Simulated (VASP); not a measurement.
A run of VASP 6.6.1:

The input INCAR:

```
SYSTEM = Al
PREC = Accurate
ENCUT = 520
EDIFF = 1E-6
ISMEAR = 0
SIGMA = 0.1
LREAL = .FALSE.
LASPH = .TRUE.
NELM = 60
ALGO = Fast
ISIF = 2
LWAVE = .FALSE.
LCHARG = .TRUE.
GGA = PE
LELF = .TRUE.
LVHAR = .TRUE.
ISYM = 0
NBANDS = 10
```

File KPOINTS:

```
Automatic mesh
0
G
  9 6 24
  0 0 0
```

The input POSCAR:

```
Al
1.0
    4.0626004218      0.0000000000      0.0000000000
    0.0000000000      5.7453846150      0.0000000000
   -2.0313002109      1.4363461538      1.4193066071
Al
2
Direct
    0.0000000000      0.5000000000      0.0000000000
    0.0000000000      0.0000000000      0.0000000000
```

Potentials or basis: VASP PAW PBE potentials, release 64 (Al).

Run with:

```bash
$ cat potpaw_PBE.64/Al/POTCAR > POTCAR
$ mpirun -np 1 vasp_std > vasp.out
```

Hardware: 1 thread of Intel(R) Xeon(R) 6975P-C (Granite Rapids), on a shared host.

**Question.** Estimate the wall time of this run.

**Answer.** Run time: 110 s on 1 thread of Intel(R) Xeon(R) 6975P-C (Granite Rapids), with other jobs on the host, peak memory 0.31 GiB. Counts: scf iterations 12, k points 650.
